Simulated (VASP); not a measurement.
Pt, 1 atom in the cell. It takes space group Fm-3m (No. 225, cubic). The conventional cell has a = 3.915 Å, b = 3.915 Å, c = 3.915 Å, α = 90.00°, β = 90.00°, γ = 90.00°. Within 3.6 Å of Pt (site symmetry m-3m) lie 12 Pt at 2.77 Å. 

```yaml
Program: VASP 6.6.1
Task: relaxation of cell and atoms
Functional: PBEsol
Potentials_or_basis: VASP PAW PBE potentials, release 64 (Pt)
Cutoff: 600 eV
k_mesh: 24 × 24 × 24
Occupations: gaussian, width 0.1 eV
Spin: no spin polarisation
Dipole_correction: no
Further_INCAR_settings: ALGO = Fast; EDIFF = 1e-06; IBRION = 2; EDIFFG = -0.01; NSW = 100; ISIF = 3
```

Potentials or basis: VASP PAW PBE potentials, release 64 (Pt).

Command:

```console
$ cat potpaw_PBE.64/Pt/POTCAR > POTCAR
$ mpirun -np 1 vasp_std > vasp.out
```

Hardware: 1 thread of AMD EPYC 7R13, on a shared host.

**Question.** Estimate the wall time of this run.

**Answer.** It took 4.5 min on 1 thread of AMD EPYC 7R13, on a shared host, peak memory 0.18 GiB. Counts: scf iterations 23, k points 413, ion steps 3.
